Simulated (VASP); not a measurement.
# Mo (I4/mmm) in VASP: a series of runs

Mo is run at these levels: r2SCAN; tasks: single point.

Program: VASP 6.6.1. These are calculated values, not measurements. Logs are shortened: lines on timing, memory, paths and dates and some standing lists are left out, and cuts for length are marked.

### Step 1. The cell of the first run

The structure is tetragonal, space group I4/mmm (No. 139). The conventional cell has a = 2.992 Å, b = 2.992 Å, c = 3.829 Å, α = 90.00°, β = 90.00°, γ = 90.00°. Within 3.8 Å of Mo (site symmetry 4/mmm) lie 12 Mo at 2.85 to 2.99 Å.

### Step 2. Single point, r2SCAN (strain +0.050 along x and y, -0.050 along z)

Input file POSCAR:

```
Mo
1.0
    0.0000000000      2.1157500000      1.9142500000
    2.1157500000      0.0000000000      1.9142500000
    2.1157500000      2.1157500000      0.0000000000
Mo
1
Direct
    0.0000000000      0.0000000000      0.0000000000
```

Input file INCAR.step1:

```
PREC = Accurate
ENCUT = 520
ISMEAR = 0
SIGMA = 0.15
LREAL = False
LASPH = True
NELM = 80
NBANDS = 13
GGA = PE
ALGO = Normal
EDIFF = 1E-4
LWAVE = True
LCHARG = False
```

Input file INCAR.step2:

```
PREC = Accurate
ENCUT = 520
EDIFF = 1E-6
ISMEAR = 0
SIGMA = 0.15
LREAL = False
LASPH = True
NELM = 80
ALGO = Normal
ISIF = 2
LWAVE = False
LCHARG = False
METAGGA = R2SCAN
LMIXTAU = True
NBANDS = 13
ISTART = 1
```

Input file KPOINTS:

```
Automatic mesh
0
Gamma
  20 20 20
```

Potentials or basis: VASP PAW PBE potentials, release 64 (Mo_sv).

Launch:

```console
> cat potpaw_PBE.64/Mo_sv/POTCAR > POTCAR
> cp INCAR.step1 INCAR
> mpirun -np 1 vasp_std > vasp.out
> cp INCAR.step2 INCAR
> mpirun -np 1 vasp_std > vasp.out
```

OUTCAR:

```text
PREC = Accurate
   ENCUT = 520
   EDIFF = 1E-6
   ISMEAR = 0
   LREAL = False
   LASPH = True
   NELM = 80
   ISIF = 2
   METAGGA = R2SCAN
   ISTART = 1

 ion  position               nearest neighbor table
   1  0.000  0.000  0.000-

  LATTYP: Found a body centered tetragonal cell.
 ALAT       =     2.9921223446
 C/A-ratio  =     1.2795265564

  Lattice vectors:

 A1 = (   0.0000000000,  -2.1157500000,  -1.9142500000)
 A2 = (   0.0000000000,   2.1157500000,  -1.9142500000)
 A3 = (   2.1157500000,   0.0000000000,   1.9142500000)

Analysis of symmetry for initial positions (statically):
=====================================================================
 Subroutine PRICEL returns:
 Original cell was already a primitive cell.

 Routine SETGRP: Setting up the symmetry group for a
 body centered tetragonal supercell.

 Subroutine GETGRP returns: Found 16 space group operations
 (whereof 16 operations were pure point group operations)
 out of a pool of 16 trial point group operations.

The static configuration has the point symmetry D_4h.

Analysis of symmetry for dynamics (positions and initial velocities):
=====================================================================
 Subroutine PRICEL returns:
 Original cell was already a primitive cell.

 Routine SETGRP: Setting up the symmetry group for a
 body centered tetragonal supercell.

 Subroutine GETGRP returns: Found 16 space group operations
 (whereof 16 operations were pure point group operations)
 out of a pool of 16 trial point group operations.

The dynamic configuration has the point symmetry D_4h.

 Subroutine INISYM returns: Found 16 space group operations
 (whereof 16 operations are pure point group operations),
 and found     1 'primitive' translations

----------------------------------------------------------------------------------------

                                     Primitive cell

  volume of cell :      17.1379

  direct lattice vectors                    reciprocal lattice vectors
     0.000000000  2.115750000  1.914250000    -0.236322817  0.236322817  0.261198903
     2.115750000  0.000000000  1.914250000     0.236322817 -0.236322817  0.261198903
     2.115750000  2.115750000  0.000000000     0.236322817  0.236322817 -0.261198903

  length of vectors
     2.853200155  2.853200155  2.992122345     0.424171916  0.424171916  0.424171916

  position of ions in fractional coordinates (direct lattice)
     0.000000000  0.000000000  0.000000000

  ion indices of the primitive-cell ions
   primitive index   ion index
                 1           1

----------------------------------------------------------------------------------------

 KPOINTS: Automatic mesh

Automatic generation of k-mesh.
 Grid dimensions read from file:
 generate k-points for:   20   20   20

 Generating k-lattice:

  Cartesian coordinates                     Fractional coordinates (reciprocal lattice)
    -0.011816141  0.011816141  0.013059945     0.050000000  0.000000000  0.000000000
     0.011816141 -0.011816141  0.013059945     0.000000000  0.050000000  0.000000000
     0.011816141  0.011816141 -0.013059945    -0.000000000 -0.000000000  0.050000000

  Length of vectors
     0.021208596  0.021208596  0.021208596

  Shift w.r.t. Gamma in fractional coordinates (k-lattice)
     0.000000000  0.000000000  0.000000000

 Subroutine IBZKPT returns following result:
 ===========================================

 Found    641 irreducible k-points:

 Following reciprocal coordinates:
            Coordinates               Weight
  0.000000  0.000000  0.000000      1.000000
  0.050000  0.000000  0.000000      8.000000
  0.100000  0.000000  0.000000      8.000000
  0.150000  0.000000  0.000000      8.000000
  0.200000  0.000000  0.000000      8.000000
  0.250000  0.000000  0.000000      8.000000
[... 16 lines left out ...]
 -0.400000  0.050000  0.000000      8.000000
 -0.350000  0.050000  0.000000      8.000000
 [... further k-points ...]
   k-points           NKPTS =    641   k-points in BZ     NKDIM =    641   number of bands    NBANDS=     13
   number of dos      NEDOS =    301   number of ions     NIONS =      1
   total plane-waves  NPLWV =  13824
   dimension x,y,z NGX =    24 NGY =   24 NGZ =   24
   dimension x,y,z NGXF=    48 NGYF=   48 NGZF=   48
   ions per type =               1
   NGX,Y,Z   is equivalent  to a cutoff of  13.98, 13.98, 13.33 a.u.
   NGXF,Y,Z  is equivalent  to a cutoff of  27.97, 27.97, 26.67 a.u.
 SYSTEM =  unknown system
   PREC   = accura    normal or accurate (medium, high low for compatibility)
   ISTART =      1    job   : 0-new  1-cont  2-samecut
   ICHARG =      0    charge: 1-file 2-atom 10-const
   ISPIN  =      1    spin polarized calculation?
   LNONCOLLINEAR =      F non collinear calculations
   LSORBIT =      F    spin-orbit coupling
   LASPH  =      T    aspherical Exc in radial PAW
   ENCUT  =  520.0 eV  38.22 Ry    6.18 a.u.   5.31  5.31  5.56*2*pi/ulx,y,z
   NELM   =     80;   NELMIN=  2; NELMDL=  0     # of ELM steps
   EDIFF  = 0.1E-05   stopping-criterion for ELM
   LREAL  =      F    real-space projection
   EDIFFG = 0.1E-04   stopping-criterion for IOM
   NSW    =      0    number of steps for IOM
   IBRION =     -1    ionic relax: 0-MD 1-quasi-New 2-CG
   NFREE  =      0    steps in history (QN), initial steepest desc. (CG)
   ISIF   =      2    stress and relaxation
   ISYM   =      2    0-nonsym 1-usesym 2-fastsym
   POTIM  = 0.5000    time-step for ionic-motion
   TEBEG  =    0.0;   TEEND  =   0.0 temperature during run
   PSTRESS=    0.0 pullay stress
   NELECT =      14.0000    total number of electrons
   NUPDOWN=      -1.0000    fix difference up-down
   EMIN   =  10.00;   EMAX   =-10.00  energy-range for DOS
   EFERMI =   0.00;   METHOD = LEGACY
   ISMEAR =     0;   SIGMA  =   0.15  broadening in eV -4-tet -1-fermi 0-gaus
   EFERMI_NEDOS =   21; number of points for ismear=-14 and -15
   IALGO  =     38    algorithm
   IMIX   =      4    mixing-type and parameters
     AMIX     =   0.40;   BMIX     =  1.00
     AMIX_MAG =   1.60;   BMIX_MAG =  1.00
  volume/ion in A,a.u.               =      17.14       115.65
  Fermi-wavevector in a.u.,A,eV,Ry     =   1.530377  2.891993 31.865570  2.342053
  Thomas-Fermi vector in A             =   2.637868
   LORBIT       =      0    0 simple, 1 ext, 2 COOP (PROOUT), +10 PAW based schemes
   METAGGA = R2SCAN    functional components
   LHFCALC =     F    Hartree Fock is set to
   AEXX    =    0.0000 exact exchange contribution
   IVDW    =     0    specifies the selected vdW correction
   LEPSILON=     F    determine dielectric tensor
   LRPA    =     F    only Hartree local field effects (RPA)
 non-spin polarized calculation
 Gauss-broadening in eV      SIGMA  =   0.15
  energy-cutoff  :      520.00
  volume of cell :       17.14
 maximum number of plane-waves:       483
 NGX is ok and might be reduce to    24
   NGX = 11   NGY = 11   NGZ = 11

 number of electron      14.0000000 magnetization

 Free energy of the ion-electron system (eV)
  ---------------------------------------------------
  ext. energy  EPLUGINS =         0.00000000
  ---------------------------------------------------
  free energy    TOTEN  =       -25.62134595 eV

  energy without entropy =      -25.60747917  energy(sigma->0) =      -25.61441256

 E-fermi :  10.9298     XC(G=0): -14.0469

 val. band max:       10.9280865750   @ k =   0.3500   0.0500   0.0000
 cond. band min:      10.9304101135   @ k =  -0.1000   0.1500   0.0500
 fundamental gap:      0.0023235385
 Fermi energy:        10.9298159477

 k-point     1 :       0.0000    0.0000    0.0000
  band No.  band energies     occupation
      1     -52.0212      2.00000
      2     -24.7189      2.00000
      3     -24.7189      2.00000
      4     -24.6766      2.00000
      5       3.7868      2.00000
      6       9.7188      2.00000
      7       9.7189      2.00000
      8      10.9224      1.05540
      9      11.8639      0.00000
     10      13.3499      0.00000
     11      24.4411      0.00000
     12      28.5885      0.00000
     13      28.5885      0.00000

 k-point     2 :       0.0500    0.0000    0.0000
  band No.  band energies     occupation
      1     -52.0166      2.00000
      2     -24.7405      2.00000
      3     -24.7245      2.00000
      4     -24.6860      2.00000
      5       3.8875      2.00000
      6       9.7025      2.00000
      7       9.7612      2.00000
      8      10.9102      1.14668
      9      11.8463      0.00000
     10      13.3032      0.00000
     11      24.6280      0.00000
     12      28.4492      0.00000
     13      28.7570      0.00000

 k-point     3 :       0.1000    0.0000    0.0000
  band No.  band energies     occupation
      1     -52.0033      2.00000
      2     -24.8190      2.00000
      3     -24.7407      2.00000
      4     -24.6972      2.00000
      5       4.1794      2.00000
      6       9.6353      2.00000
      7       9.8671      2.00000
      8      10.9067      1.17245
      9      11.8211      0.00000
     10      13.1818      0.00000
     11      25.1437      0.00000
     12      27.9183      0.00000
     13      29.2511      0.00000

 k-point     4 :       0.1500    0.0000    0.0000
  band No.  band energies     occupation
      1     -51.9824      2.00000
      2     -24.9474      2.00000
      3     -24.7658      2.00000
      4     -24.7070      2.00000
      5       4.6299      2.00000
      6       9.5058      2.00000
      7       9.9693      2.00000
      8      10.9601      0.77520
      9      11.8704      0.00000
     10      13.0390      0.00000
     11      25.8136      0.00000
     12      27.0925      0.00000
     13      30.0392      0.00000

 k-point     5 :       0.2000    0.0000    0.0000
  band No.  band energies     occupation
      1     -51.9560      2.00000
      2     -25.1084      2.00000
      3     -24.7972      2.00000
      4     -24.7178      2.00000
      5       5.1732      2.00000
      6       9.3793      2.00000
      7       9.9809      2.00000
      8      11.0479      0.26563
      9      12.0962      0.00000
     10      12.9545      0.00000
     11      25.7452      0.00000
     12      26.8821      0.00000
     13      31.0756      0.00000
[... 257 lines left out ...]
 k-point    22 :      -0.4500    0.0500    0.0000
  band No.  band energies     occupation
      1     -51.8305      2.00000
      2     -25.8102      2.00000
      3     -24.9429      2.00000
      4     -24.7896      2.00000
      5       6.2526      2.00000
      6       9.3719      2.00000
      7      10.5053      1.99994
      8      11.7133      0.00000
      9      14.5572      0.00000
     10      14.6757      0.00000
     11      21.5735      0.00000
     12      24.1993      0.00000
     13      29.8349      0.00000

 k-point    23 :      -0.4000    0.0500    0.0000
  band No.  band energies     occupation
      1     -51.8424      2.00000
      2     -25.7446      2.00000
      3     -24.9255      2.00000
      4     -24.7904      2.00000
      5       6.2851      2.00000
      6       9.4445      2.00000
      7      10.4931      1.99996
      8      11.2797      0.00097
      9      14.2211      0.00000
     10      14.3718      0.00000
     11      22.2340      0.00000
     12      24.6047      0.00000
     13      30.7188      0.00000

 k-point    24 :      -0.3500    0.0500    0.0000
  band No.  band energies     occupation
      1     -51.8621      2.00000
      2     -25.6342      2.00000
      3     -24.8995      2.00000
      4     -24.7870      2.00000
      5       6.2948      2.00000
      6       9.5743      2.00000
      7      10.2956      2.00000
      8      10.8559      1.51392
      9      13.6084      0.00000
     10      14.0821      0.00000
     11      23.1184      0.00000
     12      25.3644      0.00000
     13      31.7015      0.00000

 [... further k-points ...]
[... 5 lines left out ...]
  --------------------------------------------------------------------------------------
  -------------------------------------------------------------------------------------
  Total       -0.9496191     -0.9496191     -3.2303298      0.0000000      0.0000000      0.0000000
  in kB      -88.7774487    -88.7774487   -301.9952342      0.0000000      0.0000000      0.0000000
  external PRESSURE =    -159.8500439 kB  Pullay stress =       0.0000000 kB

 VOLUME and BASIS-vectors are now :
 -----------------------------------------------------------------------------
  energy-cutoff  :      520.00
  volume of cell :       17.14
      direct lattice vectors                 reciprocal lattice vectors
     0.000000000  2.115750000  1.914250000    -0.236322817  0.236322817  0.261198903
     2.115750000  0.000000000  1.914250000     0.236322817 -0.236322817  0.261198903
     2.115750000  2.115750000  0.000000000     0.236322817  0.236322817 -0.261198903

 POSITION                                       TOTAL-FORCE (eV/Angst)
 -----------------------------------------------------------------------------------
      0.00000      0.00000      0.00000        -0.000000      0.000000      0.000000
 -----------------------------------------------------------------------------------
    total drift:                               -0.000000     -0.000000      0.000000

  FREE ENERGIE OF THE ION-ELECTRON SYSTEM (eV)
  ---------------------------------------------------
  free  energy   TOTEN  =       -25.6213459532 eV

  energy  without entropy=      -25.6074791679  energy(sigma->0) =      -25.61441256
```

It took 3.7 min on 1 thread of Intel Xeon Platinum 8488C (Sapphire Rapids), shared host; peak memory 0.25 GiB.

What came out:

| Property | Result |
| --- | --- |
| Free energy | -25.6213 eV |
| Pressure | -16.0 GPa |
| Band gap on the k mesh | zero (band 7 reaches 14.52 eV, above the bottom of band 8 at 10.27 eV) |

Stress tensor (GPa, compression positive):
```
 -8.88   0.00   0.00
  0.00  -8.88   0.00
  0.00   0.00 -30.20
```

Caveat: the cell differs from its parent crystal (strain +0.050 along x and y, -0.050 along z); the PAW data sets were made with another functional, which shifts forces and pressure a little.

[end of part 1 of 2]
